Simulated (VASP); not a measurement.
# Sr2BeZn3 (P-1) in VASP: single point with r2SCAN

Aim: the single point of Sr2BeZn3 with r2SCAN.

Everything below comes from runs of VASP 6.6.1. Logs are shortened: lines on timing, memory, paths and dates and some standing lists are left out, and cuts for length are marked.

**1. The cell of the first run**

The typed cell holds 12 atoms: a = 5.987 Å, b = 6.233 Å, c = 6.972 Å, α = 72.72°, β = 68.02°, γ = 64.44°.

**2. Single point, r2SCAN**

Contents of POSCAR:

```
Sr2BeZn3
1.0
    5.9868980000      0.0000000000      0.0000000000
    2.6897650000      5.6230440000      0.0000000000
    2.6091900000      1.0477990000      6.3796590000
Sr Be Zn
4 2 6
Direct
    0.3431200000      0.0543600000      0.8048800000
    0.6568800000      0.9456400000      0.1951200000
    0.0839800000      0.6841600000      0.6707600000
    0.9160200000      0.3158400000      0.3292400000
    0.3598600000      0.5581800000      0.1836800000
    0.6401400000      0.4418200000      0.8163200000
    0.1290000000      0.8568000000      0.2391000000
    0.8710000000      0.1432000000      0.7609000000
    0.3090000000      0.4133000000      0.9924000000
    0.6910000000      0.5867000000      0.0076000000
    0.3997000000      0.3369000000      0.4122000000
    0.6003000000      0.6631000000      0.5878000000
```

Contents of INCAR.step1:

```
ALGO = Normal ; EDIFF = 1E-5
ENCUT = 660 ; GGA = PE
GGA_COMPAT = F ; ISMEAR = -1
LASPH = T ; LCHARG = F
LREAL = F ; LWAVE = T
NBANDS = 70 ; NELM = 120
PREC = Accurate ; SIGMA = 0.1
```

Contents of INCAR.step2:

```
ALGO = Normal ; EDIFF = 1E-6
ENCUT = 660 ; GGA_COMPAT = F
ISIF = 2 ; ISMEAR = -1
ISTART = 1 ; LASPH = T
LCHARG = F ; LMIXTAU = T
LREAL = F ; LWAVE = F
METAGGA = R2SCAN ; NBANDS = 70
NELM = 120 ; PREC = Accurate
SIGMA = 0.1
```

Contents of KPOINTS:

```
Automatic mesh
0
Gamma
  4 3 3
  0.5 0.5 0
```

Potentials or basis: VASP PAW PBE potentials, release 64 (Sr_sv, Be, Zn).

Run with:

```console
> cat potpaw_PBE.64/Sr_sv/POTCAR potpaw_PBE.64/Be/POTCAR potpaw_PBE.64/Zn/POTCAR > POTCAR
> cp INCAR.step1 INCAR
> mpirun -np 1 vasp_std > vasp.out
> cp INCAR.step2 INCAR
> mpirun -np 1 vasp_std > vasp.out
```

OUTCAR:

```text
EDIFF = 1E-6
   ENCUT = 660
   ISIF = 2
   ISMEAR = -1
   ISTART = 1
   LASPH = T
   LREAL = F
   METAGGA = R2SCAN
   NELM = 120
   PREC = Accurate

 ion  position               nearest neighbor table
   1  0.343  0.054  0.805-   8 2.75  11 2.77  12 2.80   9 2.81   7 2.93  10 3.06   8 3.33   5 3.41
                             6 3.44   3 3.51   6 3.60   2 3.61   3 3.75   9 3.89   3 3.90   4 3.94
   2  0.657  0.946  0.195-   7 2.75  12 2.77  11 2.80  10 2.81   8 2.93   9 3.06   7 3.33   6 3.41
                             5 3.44   4 3.51   5 3.60   1 3.61   4 3.75  10 3.89   4 3.90   3 3.94
   3  0.084  0.684  0.671-   8 2.74  10 2.77   9 2.78  11 2.78   7 2.83  12 2.87  12 3.22   6 3.30
                             5 3.34   6 3.42   1 3.51   1 3.75   4 3.87   1 3.90   8 3.90   2 3.94
   4  0.916  0.316  0.329-   7 2.74   9 2.77  10 2.78  12 2.78   8 2.83  11 2.87  11 3.22   5 3.30
                             6 3.34   5 3.42   2 3.51   2 3.75   3 3.87   2 3.90   7 3.90   1 3.94
   5  0.360  0.558  0.184-  11 1.79   7 1.83  10 1.95   9 1.99   4 3.30   3 3.34   1 3.41   4 3.42
                             2 3.44   2 3.60
   6  0.640  0.442  0.816-  12 1.79   8 1.83   9 1.95  10 1.99   3 3.30   4 3.34   2 3.41   3 3.42
                             1 3.44   1 3.60
   7  0.129  0.857  0.239-   5 1.83   4 2.74   2 2.75   3 2.83   1 2.93  11 3.03   2 3.33   4 3.90

   8  0.871  0.143  0.761-   6 1.83   3 2.74   1 2.75   4 2.83   2 2.93  12 3.03   1 3.33   3 3.90

   9  0.309  0.413  0.992-   6 1.95   5 1.99   4 2.77   3 2.78   1 2.81  10 2.97  11 3.04   2 3.06
                             1 3.89   2 3.97
  10  0.691  0.587  0.008-   5 1.95   6 1.99   3 2.77   4 2.78   2 2.81   9 2.97  12 3.04   1 3.06
                             2 3.89   1 3.97
  11  0.400  0.337  0.412-   5 1.79   1 2.77   3 2.78   2 2.80   4 2.87   7 3.03   9 3.04   4 3.22

  12  0.600  0.663  0.588-   6 1.79   2 2.77   4 2.78   1 2.80   3 2.87   8 3.03  10 3.04   3 3.22

  Warning from LATTYP: Got some problem with cell dimensions!
  Tried to take original basis but could not verify dimensions!
  LATTYP: Found a triclinic cell.
 ALAT       =    14.5798036072
 B/A-ratio  =     1.0771567044
 C/A-ratio  =     0.8884264059
 COS(alpha) =     0.0025288432
 COS(beta)  =     0.4591186727
 COS(gamma) =     0.8865769761

  Lattice vectors:

 A1 = ( -11.2858530000,  -6.6708430000,  -6.3796590000)
 A2 = ( -14.6635610000,  -5.6230440000,   0.0000000000)
 A3 = (   0.7685180000,  -2.0955980000, -12.7593180000)

Analysis of symmetry for initial positions (statically):
=====================================================================
 Subroutine PRICEL returns:
 Original cell was already a primitive cell.

 Routine SETGRP: Setting up the symmetry group for a
 triclinic supercell.

 Subroutine GETGRP returns: Found  2 space group operations
 (whereof  2 operations were pure point group operations)
 out of a pool of  2 trial point group operations.

The static configuration has the point symmetry S_2 .

Analysis of symmetry for dynamics (positions and initial velocities):
=====================================================================
 Subroutine PRICEL returns:
 Original cell was already a primitive cell.

 Routine SETGRP: Setting up the symmetry group for a
 triclinic supercell.

 Subroutine GETGRP returns: Found  2 space group operations
 (whereof  2 operations were pure point group operations)
 out of a pool of  2 trial point group operations.

The dynamic configuration has the point symmetry S_2 .

 Subroutine INISYM returns: Found  2 space group operations
 (whereof  2 operations are pure point group operations),
 and found     1 'primitive' translations

----------------------------------------------------------------------------------------

                                     Primitive cell

  volume of cell :     214.7686

  direct lattice vectors                    reciprocal lattice vectors
     5.986898000  0.000000000  0.000000000     0.167031408 -0.079898936 -0.055190826
     2.689765000  5.623044000  0.000000000     0.000000000  0.177839619 -0.029208485
     2.609190000  1.047799000  6.379659000     0.000000000  0.000000000  0.156748190

  length of vectors
     5.986898000  6.233254333  6.971786296     0.193208070  0.180222267  0.156748190

[... 38 lines left out ...]

  Cartesian coordinates                     Fractional coordinates (reciprocal lattice)
     0.041757852 -0.019974734 -0.013797707     0.250000000 -0.000000000 -0.000000000
     0.000000000  0.059279873 -0.009736162     0.000000000  0.333333333 -0.000000000
     0.000000000  0.000000000  0.052249397     0.000000000  0.000000000  0.333333333

  Length of vectors
     0.048302018  0.060074089  0.052249397

  Shift w.r.t. Gamma in fractional coordinates (k-lattice)
     0.500000000  0.500000000  0.000000000

 Subroutine IBZKPT returns following result:
 ===========================================

 Found     18 irreducible k-points:

 Following reciprocal coordinates:
            Coordinates               Weight
  0.125000  0.166667 -0.000000      2.000000
  0.375000  0.166667  0.000000      2.000000
 -0.375000  0.166667 -0.000000      2.000000
 -0.125000  0.166667  0.000000      2.000000
  0.125000  0.500000  0.000000      2.000000
  0.375000  0.500000  0.000000      2.000000
[... 10 lines left out ...]
 -0.375000 -0.166667  0.333333      2.000000
 -0.125000 -0.166667  0.333333      2.000000
   k-points           NKPTS =     18   k-points in BZ     NKDIM =     18   number of bands    NBANDS=     70
   number of dos      NEDOS =    301   number of ions     NIONS =     12
   total plane-waves  NPLWV = 162000
   dimension x,y,z NGX =    50 NGY =   54 NGZ =   60
   dimension x,y,z NGXF=   100 NGYF=  108 NGZF=  120
   ions per type =               4   2   6
   NGX,Y,Z   is equivalent  to a cutoff of  13.88, 14.40, 14.31 a.u.
   NGXF,Y,Z  is equivalent  to a cutoff of  27.77, 28.80, 28.61 a.u.
 SYSTEM =  unknown system
   PREC   = accura    normal or accurate (medium, high low for compatibility)
   ISTART =      1    job   : 0-new  1-cont  2-samecut
   ICHARG =      0    charge: 1-file 2-atom 10-const
   ISPIN  =      1    spin polarized calculation?
   LNONCOLLINEAR =      F non collinear calculations
   LSORBIT =      F    spin-orbit coupling
   LASPH  =      T    aspherical Exc in radial PAW
   ENCUT  =  660.0 eV  48.51 Ry    6.96 a.u.  12.54 13.06 14.60*2*pi/ulx,y,z
   NELM   =    120;   NELMIN=  2; NELMDL=  0     # of ELM steps
   EDIFF  = 0.1E-05   stopping-criterion for ELM
   LREAL  =      F    real-space projection
   EDIFFG = 0.1E-04   stopping-criterion for IOM
   NSW    =      0    number of steps for IOM
   IBRION =     -1    ionic relax: 0-MD 1-quasi-New 2-CG
   NFREE  =      0    steps in history (QN), initial steepest desc. (CG)
   ISIF   =      2    stress and relaxation
   ISYM   =      2    0-nonsym 1-usesym 2-fastsym
   POTIM  = 0.5000    time-step for ionic-motion
   TEBEG  =    0.0;   TEEND  =   0.0 temperature during run
   PSTRESS=    0.0 pullay stress
   NELECT =     116.0000    total number of electrons
   NUPDOWN=      -1.0000    fix difference up-down
   EMIN   =  10.00;   EMAX   =-10.00  energy-range for DOS
   EFERMI =   0.00;   METHOD = LEGACY
   ISMEAR =    -1;   SIGMA  =   0.10  broadening in eV -4-tet -1-fermi 0-gaus
   EFERMI_NEDOS =   21; number of points for ismear=-14 and -15
   IALGO  =     38    algorithm
   IMIX   =      4    mixing-type and parameters
     AMIX     =   0.40;   BMIX     =  1.00
     AMIX_MAG =   1.60;   BMIX_MAG =  1.00
  volume/ion in A,a.u.               =      17.90       120.78
  Fermi-wavevector in a.u.,A,eV,Ry     =   1.333226  2.519433 24.184254  1.777493
  Thomas-Fermi vector in A             =   2.462101
   LORBIT       =      0    0 simple, 1 ext, 2 COOP (PROOUT), +10 PAW based schemes
   METAGGA = R2SCAN    functional components
   LHFCALC =     F    Hartree Fock is set to
   AEXX    =    0.0000 exact exchange contribution
   IVDW    =     0    specifies the selected vdW correction
   LEPSILON=     F    determine dielectric tensor
   LRPA    =     F    only Hartree local field effects (RPA)
 non-spin polarized calculation
  energy-cutoff  :      660.00
  volume of cell :      214.77
 maximum number of plane-waves:      8298
 NGX is ok and might be reduce to    50
   NGX = 25   NGY = 27   NGZ = 29

 number of electron     116.0000024 magnetization

 Free energy of the ion-electron system (eV)
  ---------------------------------------------------
  ext. energy  EPLUGINS =         0.00000000
  ---------------------------------------------------
  free energy    TOTEN  =      -111.69679441 eV

  energy without entropy =     -111.49658021  energy(sigma->0) =     -111.59668731

 E-fermi :   3.7708     XC(G=0): -11.2720

 val. band max:        3.7614596131   @ k =   0.1250  -0.1667   0.3333
 cond. band min:       3.7763748363   @ k =   0.1250   0.5000   0.0000
 fundamental gap:      0.0149152232
 Fermi energy:         3.7707943618

 k-point     1 :       0.1250    0.1667   -0.0000
  band No.  band energies     occupation
      1     -32.5927      2.00000
      2     -32.5559      2.00000
      3     -32.4491      2.00000
      4     -32.4376      2.00000
      5     -14.4763      2.00000
      6     -14.4560      2.00000
[... 1303 lines left out ...]
     69       7.9404      0.00000
     70       8.0706      0.00000

------------------------ aborting loop because EDIFF is reached ----------------------------------------

  FORCE on cell =-STRESS in cart. coord.  units (eV):
  Direction    XX          YY          ZZ          XY          YZ          ZX
  --------------------------------------------------------------------------------------
  -------------------------------------------------------------------------------------
  Total       27.9272446     48.5951127     48.4181485     -2.2538760     -1.2261911      0.6114414
  in kB      208.3376993    362.5203323    361.2001764    -16.8139517     -9.1474052      4.5613624
  external PRESSURE =     310.6860693 kB  Pullay stress =       0.0000000 kB

 VOLUME and BASIS-vectors are now :
 -----------------------------------------------------------------------------
  energy-cutoff  :      660.00
  volume of cell :      214.77
      direct lattice vectors                 reciprocal lattice vectors
     5.986898000  0.000000000  0.000000000     0.167031408 -0.079898936 -0.055190826
     2.689765000  5.623044000  0.000000000     0.000000000  0.177839619 -0.029208485
     2.609190000  1.047799000  6.379659000     0.000000000  0.000000000  0.156748190

 POSITION                                       TOTAL-FORCE (eV/Angst)
 -----------------------------------------------------------------------------------
      4.30052      1.14902      5.13486         0.568642     -0.456418      0.718155
      6.98533      5.52182      1.24480        -0.568642      0.456418     -0.718155
      4.09315      4.54988      4.27922        -0.405294     -0.659718     -0.737674
      7.19270      2.12096      2.10044         0.405294      0.659718      0.737674
      4.13507      3.33113      1.17182        -0.270543     -0.230579     -2.727272
      7.15078      3.33971      5.20784         0.270543      0.230579      2.727272
      3.70076      5.06835      1.52538        -0.388457      2.301471      0.457552
      7.58510      1.60249      4.85428         0.388457     -2.301471     -0.457552
      5.55099      3.36384      6.33117        -1.781575      0.076483      0.430116
      5.73486      3.30700      0.04849         1.781575     -0.076483     -0.430116
      4.37465      2.32631      2.62970         0.136595     -2.191745      2.844498
      6.91120      4.34454      3.74996        -0.136595      2.191745     -2.844498
 -----------------------------------------------------------------------------------
    total drift:                               -0.000000      0.000000     -0.000000

  FREE ENERGIE OF THE ION-ELECTRON SYSTEM (eV)
  ---------------------------------------------------
  free  energy   TOTEN  =      -111.6967944103 eV

  energy  without entropy=     -111.4965802130  energy(sigma->0) =     -111.59668731
```

Run time: 51 min. Hardware: 1 thread of Intel Xeon 8259CL, shared host; peak memory 0.64 GiB.

What came out:

```
Free energy            : -111.6968 eV
Pressure               : 31.1 GPa
Largest force          : 3.594 eV/Å
Band gap on the k mesh : zero (bands 58 and 59 overlap by 0.43 eV)
```

Forces on the atoms (eV/Å):
```
Sr   0.569 -0.456  0.718
Sr  -0.569  0.456 -0.718
Sr  -0.405 -0.660 -0.738
Sr   0.405  0.660  0.738
Be  -0.271 -0.231 -2.727
Be   0.271  0.231  2.727
Zn  -0.388  2.301  0.458
Zn   0.388 -2.301 -0.458
Zn  -1.782  0.076  0.430
Zn   1.782 -0.076 -0.430
Zn   0.137 -2.192  2.844
Zn  -0.137  2.192 -2.844
```

Stress tensor (GPa, compression positive):
```
20.83 -1.68  0.46
-1.68 36.25 -0.91
 0.46 -0.91 36.12
```

Caveat: the k points lie up to 0.38 Å⁻¹ apart; the PAW data sets were made with another functional, which shifts forces and pressure a little.
